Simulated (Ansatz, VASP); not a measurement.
## One calculation of Zr3ZnN2, two programs

```
Zr Zn N
1.0
     3.07059    0.00000    0.00000
     0.00000    2.78325    6.45384
     0.00000   -2.78325    6.45384
Zr Zn N
3 1 2
Direct
  0.00000 0.79123 0.79123
  0.00000 0.17808 0.17808
  0.50000 0.58278 0.58278
  0.50000 0.98624 0.98624
  0.50000 0.48518 0.96737
  0.50000 0.96737 0.48518
```

Change from the starting cell: the structure that the rattled cell fell into.

Alike in both runs: functional PBE; k mesh 12 × 8 × 8; occupations gaussian, width 0.1 eV; no spin polarisation.

Ansatz relaxed the structure, and its values are those at the end. VASP's run is a single point on that final structure, the one shown.

```csv
,VASP,Ansatz
version,VASP 6.6.1,Ansatz 0.2.0
potentials or method,"VASP PAW PBE potentials, release 64 (Zr_sv, Zn, N), cutoff 520 eV","scalar-relativistic, plane waves, PAW"
valence electrons in the cell,58,58
```

|  | VASP | Ansatz | Ansatz less VASP |
| --- | --- | --- | --- |
| gap on the k mesh at the Fermi level (eV) | none | none | - |
| pressure (GPa) | 0.2 | 0.0 | -0.15 |
| rms of the force components (eV/Å) | 0.008 | 0.004 | -0.0044 |

A gap of «none» marks a metal or a gap that the smearing closes. With one functional, cell and mesh, what is left measures potentials, basis and numerics.
